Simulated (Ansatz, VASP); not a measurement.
## Bi2Te3: VASP beside Ansatz

```
Bi Te
1.0
     2.30265    1.32944   10.67395
    -2.30265    1.32944   10.67395
     0.00000   -2.65887   10.67395
Bi Te
2 3
Cartesian
  0.0000 0.0000 12.8087
  0.0000 0.0000 19.2131
  0.0000 0.0000 0.0000
  0.0000 0.0000 6.7086
  0.0000 0.0000 25.3133
```

Change from the starting cell: strain +0.050 along x and y, +0.050 along z, atoms carried along.

Alike in both runs: task single point; functional PBE; k mesh 12 × 12 × 12; occupations gaussian, width 0.03 eV; no spin polarisation.

|  | VASP | Ansatz |
| --- | --- | --- |
| version | VASP 6.6.1 | Ansatz 0.2.0 |
| potentials or method | VASP PAW PBE potentials, release 64 (Bi_d, Te), cutoff 520 eV | scalar-relativistic, plane waves, PAW |
| valence electrons in the cell | 48 | 78 |

Ansatz gave:

```
gap on the k mesh at the Fermi level (eV)                     : 0.35
least direct gap on the mesh (eV)                             : 0.35
pressure (GPa)                                                : -4.0
traceless stress, the component that is largest in VASP (GPa) : -0.33
rms of the force components (eV/Å)                            : 0.317
```

Problem. What did VASP give for the same quantities?

Solution. gap on the k mesh at the Fermi level (eV): 0.34; least direct gap on the mesh (eV): 0.34; pressure (GPa): -4.0; traceless stress, the component that is largest in VASP (GPa): -0.33; rms of the force components (eV/Å): 0.314.

Atom by atom the forces differ by 0.003 eV/Å (rms over components). The functional is the same, so the differences come from potentials, cutoffs and numerics. VASP's potentials hold 48 valence electrons a cell and Ansatz's 78, so a difference there can come from the potentials and not from the codes.

Spin-orbit coupling is off throughout.
